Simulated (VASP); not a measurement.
Wanted: the native input for a VASP 6.6.1 run.

- Task: single point
- Functional: LDA
- Potentials or basis: VASP PAW LDA potentials, release 64 (H)
- Cutoff: 520 eV
- k mesh: 6 × 6 × 6
- Occupations: fermi-dirac, width 0.05 eV
- Spin: no spin polarisation
- Dipole correction: no
- Further INCAR settings: ALGO = Normal; EDIFF = 1e-06; NBANDS = 8

The structure of H lies in POSCAR:

```
H
1.0
    3.3428920000      0.0000000000      0.0000000000
    0.0000000000      3.3428920000      0.0000000000
    0.0000000000      0.0000000000      3.3428920000
H
3
Direct
    0.5000000000      0.0000000000      0.0000000000
    0.0000000000      0.5000000000      0.0000000000
    0.0000000000      0.0000000000      0.5000000000
```

One way to write it, as run:

INCAR

```
PREC = Accurate
ENCUT = 520
EDIFF = 1E-6
ISMEAR = -1
SIGMA = 0.05
LREAL = F
LASPH = T
NELM = 60
ALGO = Normal
ISIF = 2
LWAVE = F
LCHARG = F
NBANDS = 8
```

KPOINTS

```
Automatic mesh
0
Gamma
  6 6 6
```

Potentials or basis: VASP PAW LDA potentials, release 64 (H).

Launch:

```console
$ cat potpaw_LDA.64/H/POTCAR > POTCAR
$ mpirun -np 1 vasp_std > vasp.out
```

Results of the run:

* Pressure: -13.8 GPa

Wall time 3.1 s on 1 thread of Intel(R) Xeon(R) Platinum 8488C (Sapphire Rapids) (shared host), peak memory 0.12 GiB.
